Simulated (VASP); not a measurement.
# SiC (Moissanite) (P6_3mc) in VASP: settings compared

SiC (Moissanite) is run at these levels: PBE+D4, RPBE; tasks: single point.

All numbers are computed with VASP 6.6.1; they aren't measurements. Logs are shortened: lines on timing, memory, paths and dates and some standing lists are left out, and cuts for length are marked.

### Step 1. The cell of the first run

Symmetry: P6_3mc, No. 186, hexagonal system. Conventional cell: a = 3.096 Å, b = 3.096 Å, c = 5.081 Å, α = 90.00°, β = 90.00°, γ = 120.00°. Within 2.5 Å of Si (site symmetry 3m) lie 4 C at 1.88 to 1.96 Å. C (site symmetry 3m) has 4 Si at 1.88 to 1.96 Å within 2.5 Å.

### Step 2. Single point, PBE+D4

Contents of INCAR:

```
SYSTEM = SiC
PREC = Accurate ; ENCUT = 520
EDIFF = 1E-7 ; ISMEAR = -1
SIGMA = 0.05 ; LREAL = .FALSE.
LASPH = .TRUE. ; NELM = 100
ALGO = Normal ; ISIF = 2
LWAVE = .FALSE. ; LCHARG = .FALSE.
GGA = PE ; IVDW = 13
NBANDS = 16
```

Contents of KPOINTS:

```
Automatic mesh
0
G
  10 10 5
  0 0 0
```

Contents of POSCAR:

```
SiC
1.0
    3.0963714546      0.0000000000      0.0000000000
   -1.5481857273      2.6815363392      0.0000000000
    0.0000000000      0.0000000000      5.0814314379
Si C
2 2
Direct
    0.6666666667      0.3333333333      0.5000000000
    0.3333333333      0.6666666667      0.0000000000
    0.6666666667      0.3333333333      0.8850000000
    0.3333333333      0.6666666667      0.3850000000
```

Potentials or basis: VASP PAW PBE potentials, release 64 (Si, C).

Run with:

```bash
cat potpaw_PBE.64/Si/POTCAR potpaw_PBE.64/C/POTCAR > POTCAR
mpirun -np 1 vasp_std > vasp.out
```

OUTCAR:

```text
SYSTEM = SiC
   PREC = Accurate
   ENCUT = 520
   EDIFF = 1E-7
   ISMEAR = -1
   LREAL = .FALSE.
   LASPH = .TRUE.
   NELM = 100
   ISIF = 2
   GGA = PE
   IVDW = 13

 ion  position               nearest neighbor table
   1  0.667  0.333  0.500-   4 1.88   4 1.88   4 1.88   3 1.96   2 3.11   2 3.11   2 3.11   2 3.11
                             2 3.11   2 3.11
   2  0.333  0.667  0.000-   3 1.88   3 1.88   3 1.88   4 1.96   1 3.11   1 3.11   1 3.11   1 3.11
                             1 3.11   1 3.11
   3  0.667  0.333  0.885-   2 1.88   2 1.88   2 1.88   1 1.96
   4  0.333  0.667  0.385-   1 1.88   1 1.88   1 1.88   2 1.96

  LATTYP: Found a hexagonal cell.
 ALAT       =     3.0963714546
 C/A-ratio  =     1.6410923277

  Lattice vectors:

 A1 = (   3.0963714546,   0.0000000000,   0.0000000000)
 A2 = (  -1.5481857273,   2.6815363392,   0.0000000000)
 A3 = (   0.0000000000,   0.0000000000,   5.0814314379)

Analysis of symmetry for initial positions (statically):
=====================================================================
 Subroutine PRICEL returns:
 Original cell was already a primitive cell.

 Routine SETGRP: Setting up the symmetry group for a
 hexagonal supercell.

 Subroutine GETGRP returns: Found 12 space group operations
 (whereof  6 operations were pure point group operations)
 out of a pool of 24 trial point group operations.

The static configuration has the point symmetry C_3v.
 The point group associated with its full space group is C_6v.

Analysis of symmetry for dynamics (positions and initial velocities):
=====================================================================
 Subroutine PRICEL returns:
 Original cell was already a primitive cell.

 Routine SETGRP: Setting up the symmetry group for a
 hexagonal supercell.

 Subroutine GETGRP returns: Found 12 space group operations
 (whereof  6 operations were pure point group operations)
 out of a pool of 24 trial point group operations.

The dynamic configuration has the point symmetry C_3v.
 The point group associated with its full space group is C_6v.

 Subroutine INISYM returns: Found 12 space group operations
 (whereof  6 operations are pure point group operations),
 and found     1 'primitive' translations

----------------------------------------------------------------------------------------

                                     Primitive cell

  volume of cell :      42.1913

  direct lattice vectors                    reciprocal lattice vectors
     3.096371455  0.000000000  0.000000000     0.322958668  0.186460274  0.000000000
    -1.548185727  2.681536339  0.000000000     0.000000000  0.372920548  0.000000000
     0.000000000  0.000000000  5.081431438     0.000000000  0.000000000  0.196794941

  length of vectors
     3.096371455  3.096371455  5.081431438     0.372920548  0.372920548  0.196794941

  position of ions in fractional coordinates (direct lattice)
     0.666666667  0.333333333  0.500000000
     0.333333333  0.666666667  0.000000000
     0.666666667  0.333333333  0.885000000
     0.333333333  0.666666667  0.385000000

  ion indices of the primitive-cell ions
   primitive index   ion index
                 1           1
                 2           2
                 3           3
                 4           4

----------------------------------------------------------------------------------------

 KPOINTS: Automatic mesh

Automatic generation of k-mesh.
 Grid dimensions read from file:
 generate k-points for:   10   10    5

 Generating k-lattice:

  Cartesian coordinates                     Fractional coordinates (reciprocal lattice)
     0.032295867  0.018646027  0.000000000     0.100000000 -0.000000000  0.000000000
     0.000000000  0.037292055  0.000000000     0.000000000  0.100000000  0.000000000
     0.000000000  0.000000000  0.039358988     0.000000000  0.000000000  0.200000000

  Length of vectors
     0.037292055  0.037292055  0.039358988

  Shift w.r.t. Gamma in fractional coordinates (k-lattice)
     0.000000000  0.000000000  0.000000000

 Subroutine IBZKPT returns following result:
 ===========================================

 Found     42 irreducible k-points:

 Following reciprocal coordinates:
            Coordinates               Weight
  0.000000  0.000000  0.000000      1.000000
  0.100000  0.000000  0.000000      6.000000
  0.200000  0.000000  0.000000      6.000000
  0.300000  0.000000  0.000000      6.000000
  0.400000  0.000000  0.000000      6.000000
  0.500000  0.000000  0.000000      3.000000
[... 16 lines left out ...]
  0.300000  0.100000  0.200000     24.000000
  0.400000  0.100000  0.200000     24.000000
 [... further k-points ...]
   k-points           NKPTS =     42   k-points in BZ     NKDIM =     42   number of bands    NBANDS=     16
   number of dos      NEDOS =    301   number of ions     NIONS =      4
   total plane-waves  NPLWV =  23040
   dimension x,y,z NGX =    24 NGY =   24 NGZ =   40
   dimension x,y,z NGXF=    48 NGYF=   48 NGZF=   80
   ions per type =               2   2
   NGX,Y,Z   is equivalent  to a cutoff of  12.89, 12.89, 13.09 a.u.
   NGXF,Y,Z  is equivalent  to a cutoff of  25.77, 25.77, 26.17 a.u.
 SYSTEM =  SiC
   PREC   = accura    normal or accurate (medium, high low for compatibility)
   ISTART =      0    job   : 0-new  1-cont  2-samecut
   ICHARG =      2    charge: 1-file 2-atom 10-const
   ISPIN  =      1    spin polarized calculation?
   LNONCOLLINEAR =      F non collinear calculations
   LSORBIT =      F    spin-orbit coupling
   LASPH  =      T    aspherical Exc in radial PAW
   ENCUT  =  520.0 eV  38.22 Ry    6.18 a.u.   5.76  5.76  9.45*2*pi/ulx,y,z
   NELM   =    100;   NELMIN=  2; NELMDL= -5     # of ELM steps
   EDIFF  = 0.1E-06   stopping-criterion for ELM
   LREAL  =      F    real-space projection
   EDIFFG = 0.1E-05   stopping-criterion for IOM
   NSW    =      0    number of steps for IOM
   IBRION =     -1    ionic relax: 0-MD 1-quasi-New 2-CG
   NFREE  =      0    steps in history (QN), initial steepest desc. (CG)
   ISIF   =      2    stress and relaxation
   ISYM   =      2    0-nonsym 1-usesym 2-fastsym
   POTIM  = 0.5000    time-step for ionic-motion
   TEBEG  =    0.0;   TEEND  =   0.0 temperature during run
   PSTRESS=    0.0 pullay stress
   NELECT =      16.0000    total number of electrons
   NUPDOWN=      -1.0000    fix difference up-down
   EMIN   =  10.00;   EMAX   =-10.00  energy-range for DOS
   EFERMI =   0.00;   METHOD = LEGACY
   ISMEAR =    -1;   SIGMA  =   0.05  broadening in eV -4-tet -1-fermi 0-gaus
   EFERMI_NEDOS =   21; number of points for ismear=-14 and -15
   IALGO  =     38    algorithm
   IMIX   =      4    mixing-type and parameters
     AMIX     =   0.40;   BMIX     =  1.00
     AMIX_MAG =   1.60;   BMIX_MAG =  1.00
  volume/ion in A,a.u.               =      10.55        71.18
  Fermi-wavevector in a.u.,A,eV,Ry     =   1.184970  2.239268 19.104662  1.404153
  Thomas-Fermi vector in A             =   2.321173
   LORBIT       =      0    0 simple, 1 ext, 2 COOP (PROOUT), +10 PAW based schemes
   GGA     = PE    functional components
   LHFCALC =     F    Hartree Fock is set to
   AEXX    =    0.0000 exact exchange contribution
   IVDW    =    13    specifies the selected vdW correction
   LEPSILON=     F    determine dielectric tensor
   LRPA    =     F    only Hartree local field effects (RPA)
 non-spin polarized calculation
  energy-cutoff  :      520.00
  volume of cell :       42.19
 maximum number of plane-waves:      1148
 NGX is ok and might be reduce to    24
   NGX = 11   NGY = 11   NGZ = 19

 number of electron      16.0000001 magnetization

 Free energy of the ion-electron system (eV)
  ---------------------------------------------------
  ext. energy  EPLUGINS =         0.00000000
  ---------------------------------------------------
  free energy    TOTEN  =       -30.07476944 eV

  energy without entropy =      -30.07476944  energy(sigma->0) =      -30.07476944

 E-fermi :   9.1522     XC(G=0): -11.2622

 val. band max:        8.1873024595   @ k =   0.0000   0.0000   0.0000
 cond. band min:      10.6990257614   @ k =   0.3000   0.3000   0.0000
 fundamental gap:      2.5117233020
 Fermi energy:         9.1521861543

 k-point     1 :       0.0000    0.0000    0.0000
  band No.  band energies     occupation
      1      -7.3810      2.00000
      2      -3.9535      2.00000
      3      -0.3893      2.00000
      4       6.6404      2.00000
      5       6.6404      2.00000
      6       7.9104      2.00000
[... 8 lines left out ...]
     15      16.7531      0.00000
     16      19.3673      0.00000

 k-point     2 :       0.1000    0.0000    0.0000
  band No.  band energies     occupation
      1      -7.2101      2.00000
      2      -3.8067      2.00000
      3      -0.2318      2.00000
      4       5.7120      2.00000
      5       6.3567      2.00000
      6       7.2731      2.00000
[... 8 lines left out ...]
     15      17.1907      0.00000
     16      18.1782      0.00000

 k-point     3 :       0.2000    0.0000    0.0000
  band No.  band energies     occupation
      1      -6.7040      2.00000
      2      -3.3853      2.00000
      3       0.2180      2.00000
      4       3.8574      2.00000
      5       5.7665      2.00000
      6       5.8132      2.00000
[... 8 lines left out ...]
     15      17.4599      0.00000
     16      18.0802      0.00000

 k-point     4 :       0.3000    0.0000    0.0000
  band No.  band energies     occupation
      1      -5.8893      2.00000
      2      -2.7815      2.00000
      3       0.7570      2.00000
      4       2.1534      2.00000
      5       4.1280      2.00000
      6       5.2002      2.00000
[... 8 lines left out ...]
     15      18.3355      0.00000
     16      19.4386      0.00000

 k-point     5 :       0.4000    0.0000    0.0000
  band No.  band energies     occupation
      1      -4.8531      2.00000
      2      -2.3926      2.00000
      3       0.2982      2.00000
      4       2.2039      2.00000
      5       2.6092      2.00000
      6       4.8180      2.00000
[... 8 lines left out ...]
     15      18.8441      0.00000
     16      19.8996      0.00000

 k-point     6 :       0.5000    0.0000    0.0000
  band No.  band energies     occupation
      1      -4.1131      2.00000
      2      -2.6647      2.00000
      3       0.2439      2.00000
      4       1.6835      2.00000
      5       2.8289      2.00000
      6       4.6849      2.00000
[... 8 lines left out ...]
     15      18.2163      0.00000
     16      20.2578      0.00000
[... 267 lines left out ...]
 k-point    21 :       0.1000    0.1000    0.2000
  band No.  band energies     occupation
      1      -6.6823      2.00000
      2      -4.1695      2.00000
      3       0.9991      2.00000
      4       4.7069      2.00000
      5       5.5534      2.00000
      6       6.1567      2.00000
[... 8 lines left out ...]
     15      17.7761      0.00000
     16      18.3728      0.00000

 k-point    22 :       0.2000    0.1000    0.2000
  band No.  band energies     occupation
      1      -6.0238      2.00000
      2      -3.5973      2.00000
      3       1.3245      2.00000
      4       3.2442      2.00000
      5       4.2485      2.00000
      6       5.1860      2.00000
[... 8 lines left out ...]
     15      18.1607      0.00000
     16      18.7773      0.00000

 k-point    23 :       0.3000    0.1000    0.2000
  band No.  band energies     occupation
      1      -5.0926      2.00000
      2      -2.8945      2.00000
      3       0.7121      2.00000
      4       2.6520      2.00000
      5       3.0474      2.00000
      6       4.4788      2.00000
[... 8 lines left out ...]
     15      18.8951      0.00000
     16      19.5401      0.00000

 k-point    24 :       0.4000    0.1000    0.2000
  band No.  band energies     occupation
      1      -4.0849      2.00000
      2      -2.5936      2.00000
      3      -0.0341      2.00000
      4       1.4210      2.00000
      5       3.4943      2.00000
      6       4.2993      2.00000
[... 8 lines left out ...]
     15      19.3536      0.00000
     16      20.6674      0.00000

 [... further k-points ...]

------------------------ aborting loop because EDIFF is reached ----------------------------------------

  DFT-D4 for vdW energy calculation

  Edisp (eV):   -1.29489

  FORCE on cell =-STRESS in cart. coord.  units (eV):
  Direction    XX          YY          ZZ          XY          YZ          ZX
  --------------------------------------------------------------------------------------
  -------------------------------------------------------------------------------------
  Total      -0.91142    -0.91142    -1.89916     0.00000     0.00000     0.00000
  in kB     -34.61042   -34.61042   -72.11888     0.00000     0.00000     0.00000
  external pressure =      -47.11 kB  Pullay stress =        0.00 kB

 VOLUME and BASIS-vectors are now :
 -----------------------------------------------------------------------------
  energy-cutoff  :      520.00
  volume of cell :       42.19
      direct lattice vectors                 reciprocal lattice vectors
     3.096371455  0.000000000  0.000000000     0.322958668  0.186460274  0.000000000
    -1.548185727  2.681536339  0.000000000     0.000000000  0.372920548  0.000000000
     0.000000000  0.000000000  5.081431438     0.000000000  0.000000000  0.196794941

 POSITION                                       TOTAL-FORCE (eV/Angst)
 -----------------------------------------------------------------------------------
      1.54819      0.89385      2.54072        -0.000000      0.000000      0.706474
     -0.00000      1.78769      0.00000         0.000000      0.000000      0.706474
      1.54819      0.89385      4.49707         0.000000     -0.000000     -0.706474
     -0.00000      1.78769      1.95635        -0.000000      0.000000     -0.706474
 -----------------------------------------------------------------------------------
    total drift:                               -0.000000      0.000000      0.000354

  FREE ENERGIE OF THE ION-ELECTRON SYSTEM (eV)
  ---------------------------------------------------
  free  energy   TOTEN  =       -31.3696593302 eV

  energy  without entropy=      -31.3696593301  energy(sigma->0) =      -31.36965933
```

Run time: 17 s. Hardware: 1 thread of Intel Xeon 6975P-C, shared host; peak memory 0.16 GiB.

Results:

* Free energy: -31.3697 eV
* Pressure: -4.7 GPa
* Largest force: 0.706 eV/Å
* Band gap on the k mesh: 2.51 eV, indirect (least direct gap 4.03 eV)
* Dispersion energy per atom: -0.324 eV

Forces on the atoms (eV/Å):
```
Si   0.000  0.000  0.706
Si   0.000  0.000  0.706
C    0.000  0.000 -0.706
C    0.000  0.000 -0.706
```

Levels at points of the mesh, in eV from the valence-band top:
```
           k point  band 6  band 7  band 8  band 9  band 10  band 11
(0.00, 0.00, 0.00)   -0.28   -0.28    0.00    4.45     5.82     6.39
(0.50, 0.00, 0.00)   -3.50   -3.20   -1.48    2.55     4.17     6.59
```

A k mesh can miss the band edges.

### Step 3. Single point, RPBE

This run uses another cell than the first one, of 10.66 Å³/atom, 1.011 times its volume.

INCAR, as its differences from that of step 2:

```diff
@@ -7,3 +7,2 @@
 LWAVE = .FALSE. ; LCHARG = .FALSE.
-GGA = PE ; IVDW = 13
-NBANDS = 16
+GGA = RP ; NBANDS = 16
```

Contents of KPOINTS:

```
regular mesh
0
G
  10 10 5
  0 0 0
```

Contents of POSCAR:

```
SiC
1.0
    3.1075011715      0.0000000000      0.0000000000
   -1.5537505857      2.6911749568      0.0000000000
    0.0000000000      0.0000000000      5.0992932652
Si C
2 2
Direct
    0.6666666667      0.3333333333      0.5045647768
    0.3333333333      0.6666666667      0.0045647768
    0.6666666667      0.3333333333      0.8804352232
    0.3333333333      0.6666666667      0.3804352232
```

Potentials or basis: VASP PAW PBE potentials, release 64 (Si, C).

Run with:

```bash
cat potpaw_PBE.64/Si/POTCAR potpaw_PBE.64/C/POTCAR > POTCAR
mpirun -np 1 vasp_std > vasp.out
```

Wall time 23 s (1 thread of Intel Xeon 6975P-C, shared host); peak memory 0.16 GiB.

It converged, with:

```
Free energy            : -28.6371 eV
Pressure               : -0.5 GPa
Band gap on the k mesh : 2.52 eV, indirect (least direct gap 3.95 eV)
```

Levels at points of the mesh, in eV from the valence-band top:
| k point | band 4 | band 5 | band 6 | band 7 | band 8 | band 9 | band 10 | band 11 | band 12 | band 13 |
| --- | --- | --- | --- | --- | --- | --- | --- | --- | --- | --- |
| (0.00, 0.00, 0.00) | -1.30 | -1.30 | -0.11 | 0.00 | 0.00 | 4.59 | 5.91 | 6.53 | 6.53 | 7.54 |
| (0.50, 0.00, 0.00) | -6.21 | -5.31 | -3.25 | -3.18 | -1.18 | 2.77 | 4.22 | 6.69 | 7.03 | 9.82 |

Caveat: the PAW data sets were made with another functional, which shifts forces and pressure a little.
